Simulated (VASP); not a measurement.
Wanted: the native input for a VASP 6.6.1 run.

| Property | Result |
| --- | --- |
| Task | single point |
| Functional | PBE |
| Dispersion | D3(BJ) |
| Potentials or basis | VASP PAW PBE potentials, release 64 (Hg) |
| Cutoff | 520 eV |
| k mesh | 6 × 6 × 6 |
| Occupations | gaussian, width 0.1 eV |
| Spin | no spin polarisation |
| Dipole correction | no |
| Further INCAR settings | ALGO = Fast; EDIFF = 1e-06; NBANDS = 12 |

The structure of Hg lies in POSCAR:

```
Hg
1.0
    0.0000000000      2.3919113801      2.3919113801
    2.3919113801      0.0000000000      2.3919113801
    2.3919113801      2.3919113801      0.0000000000
Hg
1
Direct
    0.0000000000      0.0000000000      0.0000000000
```

The input as run:

INCAR

```
PREC = Accurate ; ENCUT = 520
EDIFF = 1E-6 ; ISMEAR = 0
SIGMA = 0.1 ; LREAL = False
LASPH = True ; NELM = 100
ALGO = Fast ; ISIF = 2
LWAVE = False ; LCHARG = False
GGA = PE ; IVDW = 12
NBANDS = 12
```

KPOINTS

```
regular mesh
0
Gamma
  6 6 6
```

Potentials or basis: VASP PAW PBE potentials, release 64 (Hg).

Command:

```sh
$ cat potpaw_PBE.64/Hg/POTCAR > POTCAR
$ mpirun -np 1 vasp_std > vasp.out
```

Results of the run:

The pressure is -0.7 GPa and the band gap on the k mesh is zero (bands 6 and 7 overlap by 0.89 eV). The dispersion energy per atom is -0.383 eV.

Caveat: the k points lie up to 0.38 Å⁻¹ apart, too coarse for converged energies and pressures of a metal; spin-orbit coupling is left out, which moves the levels of the heavy elements.

Wall time 11 s on 1 thread of AMD EPYC 7R13 (shared host), peak memory 0.13 GiB.
